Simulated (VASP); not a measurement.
Set up this calculation in VASP 6.6.1, as the native input.

* Task: single point
* Functional: PBEsol
* Potentials or basis: VASP PAW PBE potentials, release 64 (Si, Mo_sv)
* Cutoff: 520 eV
* k mesh: 16 × 16 × 16
* Occupations: fermi-dirac, width 0.08 eV
* Spin: no spin polarisation
* Dipole correction: no
* Further INCAR settings: ALGO = Normal; EDIFF = 1e-07; NBANDS = 18

The structure of Si2Mo lies in POSCAR:

```
Si2Mo
1.0
   -1.6210550461      1.6210550461      3.9822230367
    1.6210550461     -1.6210550461      3.9822230367
    1.6210550461      1.6210550461     -3.9822230367
Si Mo
2 1
Direct
    0.3330000000      0.3330000000      0.0000000000
    0.6670000000      0.6670000000      0.0000000000
    0.0000000000      0.0000000000      0.0000000000
```

This cell differs from its parent crystal: volume scaled by 1.04.

These files were run (other wordings do the same):

INCAR

```
ALGO = Normal ; EDIFF = 1E-7
ENCUT = 520 ; GGA = PS
ISIF = 2 ; ISMEAR = -1
LASPH = T ; LCHARG = F
LREAL = F ; LWAVE = F
NBANDS = 18 ; NELM = 60
PREC = Accurate ; SIGMA = 0.08
```

KPOINTS

```
k-points
0
Gamma
  16 16 16
```

Potentials or basis: VASP PAW PBE potentials, release 64 (Si, Mo_sv).

The run is started by

```sh
$ cat potpaw_PBE.64/Si/POTCAR potpaw_PBE.64/Mo_sv/POTCAR > POTCAR
$ mpirun -np 1 vasp_std > vasp.out
```

It gave:

```yaml
Pressure: -10.0 GPa
Largest_force: 0.378 eV/Å
Band_gap_on_the_k_mesh: zero (band 11 reaches 12.09 eV, above the bottom of band 12 at 11.09 eV)
```

Caveat: the PAW data sets were made with another functional, which shifts forces and pressure a little.

Run time: 12 min on 1 thread of AMD EPYC 7R13 (shared host), peak memory 0.36 GiB.
